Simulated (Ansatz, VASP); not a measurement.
**Two plane-wave programs on BAs**

```
B As
1.0
     2.12755    0.00000    0.00000
     0.00000    3.17406    0.00000
     0.00000    0.00000    4.95098
B As
1 1
Direct
  0.00000 0.50000 0.00000
  0.50000 0.50000 0.50000
```

Alike in both runs: task single point; functional r2SCAN50; k mesh 6 × 4 × 3; occupations fermi-dirac, width 0.05 eV; no spin polarisation.

|  | VASP | Ansatz |
| --- | --- | --- |
| version | VASP 6.6.1 | Ansatz 0.2.0 |
| potentials or method | VASP PAW PBE potentials, release 64 (B, As) | Ansatz PAW |
| plane-wave cutoff (eV) | 520 | 500 |
| valence electrons in the cell | 8 | 18 |

Ansatz gave:

- gap on the k mesh at the Fermi level (eV): none
- pressure (GPa): 4.2
- traceless stress, the component that is largest in VASP (GPa): 21.03

**Question.** Estimate VASP's values.

**Answer.** gap on the k mesh at the Fermi level (eV): none; pressure (GPa): 2.9; traceless stress, the component that is largest in VASP (GPa): 25.55.

VASP's potentials were made for PBE, not for r2SCAN50. A gap of «none» marks a metal or a gap that the smearing closes. With one functional, cell and mesh, what is left measures potentials, basis and numerics. VASP's potentials hold 8 valence electrons a cell and Ansatz's 18, so a difference there can come from the potentials and not from the codes.

The k mesh is coarse, so the values compare programs but aren't converged.
